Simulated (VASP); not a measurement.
Runs of VASP 6.6.1 on B. The structure is that of space group Pm-3m (No. 221), or close to it. The cells are those of the table. This isn't the form of B at room conditions, which is rhombohedral.

```tsv
task	level	cell	cutoff (eV)	share of exact exchange	screening parameter	gap on the mesh (eV)	pressure (GPa)	relaxed volume (Å³/atom)
relaxation of cell and atoms	HSE06	relaxed from a = 1.885 Å, 1 atom	600	0.25	0.2079 1/Å	none	0.0	(c)
relaxation of cell and atoms	PBE-based screened hybrid with 25 % exact exchange	relaxed from a = 1.885 Å, 1 atom	600	0.25	0.3 1/Å	none	0.0	6.59
single point	PBEsol-based screened hybrid with 25 % exact exchange	a = 1.885 Å, 1 atom	520	0.25	0.207 1/Å	none	(a)	-
single point	HSE06	a = 1.874 Å, 1 atom	520	0.25	0.2079 1/Å	none	0.0	-
single point	HF	a = 1.904 Å, 1 atom	520	1	-	none	-0.8	-
single point	HF	a = 1.885 Å, 1 atom	520	1	-	none	6.5	-
single point	r2SCANh	a = 1.885 Å, 1 atom	520	0.1	-	none	-3.2	-
single point	r2SCAN50	a = 1.885 Å, 1 atom	520	0.5	-	none	-8.1	-
single point	PBEsol-based screened hybrid with 25 % exact exchange	a = 1.869 Å, 1 atom	520	0.25	0.207 1/Å	none	(b)	-
single point	PBE-based screened hybrid with 25 % exact exchange	a = 1.874 Å, 1 atom	520	0.25	0.3 1/Å	none	0.0	-
```

Alike in all rows: potentials or basis VASP PAW PBE potentials, release 64 (B); no spin polarisation; k mesh 7 × 7 × 7; smearing fermi-dirac 0.05 eV.

Task: Estimate the missing entries.

Result: (a) -6.4; (b) 0.1; (c) 6.58.

Caveats: all runs use coarse meshes; the PAW data sets were made with another functional, which shifts forces and pressure a little.

A gap of «none» marks levels without a gap at the run's occupations.
